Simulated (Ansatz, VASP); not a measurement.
## WC: VASP beside Ansatz

Contents of INCAR:

```
  PREC = Accurate
  ENCUT = 600
  EDIFF = 1E-6
  ISMEAR = -1
  SIGMA = 0.05
  LREAL = False
  LASPH = True
  NELM = 150
  ALGO = Normal
  ISIF = 3
  LWAVE = False
  LCHARG = False
  LMAXMIX = 4
  LDAU = True
  LDAUTYPE = 2
  LDAUL = 2 -1
  LDAUU = 5 0
  LDAUJ = 0 0
  LDAUPRINT = 1
  GGA = PE
  IBRION = 2
  NSW = 60
  EDIFFG = -0.01
```

File KPOINTS:

```
regular mesh
0
Gamma
  10 10 9
```

File POSCAR:

```
WC
1.0
    2.9065000000      0.0000000000      0.0000000000
   -1.4532500000      2.5171028361      0.0000000000
    0.0000000000      0.0000000000      2.8366000000
W C
1 1
Direct
    0.0000000000      0.0000000000      0.0000000000
    0.6666666667      0.3333333333      0.5000000000
```

Contents of input.yaml:

```yaml
crystal:
  lattice:
    - [2.9065, 0.0, 0.0]
    - [-1.45325, 2.5171028361, 0.0]
    - [0.0, 0.0, 2.8366]
  atoms:
    - { symbol: W, position: [0.0, 0.0, 0.0] }
    - { symbol: C, position: [0.6666666667, 0.3333333333, 0.5] }
hamiltonian:
  xc: pbe
  pseudopotentials: { kind: paw }
  hubbard: { sites: [{ species: W, l: d, u_eff: 5.0 }] }
kpoints:
  mp_grid: { grid: [10, 10, 9] }
scf:
  occupations: { method: fermi_dirac, width: 0.05 }
output:
  forces: true
  stress: true
  eigenvalues: true
  write_density: true
  write_potential: true
  elf: true
  volumetric_format: npy
relax:
  f_tol: 0.01
  max_steps: 40
  cell: { stress_tol: 0.05 }
```

Alike in both runs: task relaxation of cell and atoms; functional PBE; k mesh 10 × 10 × 9; occupations fermi-dirac, width 0.05 eV; no spin polarisation; Hubbard terms W d U = 5.0 eV.

```csv
,VASP,Ansatz
version,VASP 6.6.1,Ansatz 0.2.0
potentials or method,"VASP PAW PBE potentials, release 64 (W_sv, C)",Ansatz PAW
plane-wave cutoff (eV),600,420
valence electrons in the cell,18,18
```

Ansatz gave:

- gap on the k mesh at the Fermi level, each at its own relaxed structure (eV): none
- relaxed volume (Å³/atom): 10.55
- relaxed length of the cell vector where the two differ most in proportion (Å): 2.844

Question: Which values does VASP return?

Answer: gap on the k mesh at the Fermi level, each at its own relaxed structure (eV): none; relaxed volume (Å³/atom): 10.85; relaxed length of the cell vector where the two differ most in proportion (Å): 2.876.

The programs project onto different local orbitals, so the same U acts differently, and such runs can settle in different states. A gap of «none» marks a metal or a gap that the smearing closes.

Spin-orbit coupling is off throughout. Noted on Ansatz's run: the plane-wave basis is chosen anew once the cell has moved, so the energies of steps on either side of that aren't comparable.
